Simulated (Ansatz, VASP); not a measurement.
## SnTe in VASP and in Ansatz

```xyz
2
Lattice="0.0000 3.3899 3.3899 3.3899 0.0000 3.3899 3.3899 3.3899 0.0000" Properties=species:S:1:pos:R:3 pbc="T T T"
Sn    0.0000    0.0000    0.0000
Te    1.6950    1.6950    1.6950
```

Alike in both runs: task single point; functional PBEsol; k mesh 12 × 12 × 12; occupations gaussian, width 0.001 eV; no spin polarisation.

|  | VASP | Ansatz |
| --- | --- | --- |
| version | VASP 6.6.1 | Ansatz 0.2.0 |
| potentials or method | VASP PAW PBE potentials, release 64 (Sn_d, Te), cutoff 520 eV | all-electron LAPW, scalar-relativistic |

|  | VASP | Ansatz | Ansatz less VASP |
| --- | --- | --- | --- |
| gap on the k mesh at the Fermi level (eV) | none | none | - |
| pressure (GPa) | 4.2 | 4.2 | +0.02 |

VASP's potentials were made for PBE, not for PBEsol. A gap of «none» marks a metal or a gap that the smearing closes. Ansatz ran all-electron here, and VASP with PAW potentials.

Spin-orbit coupling is off throughout.
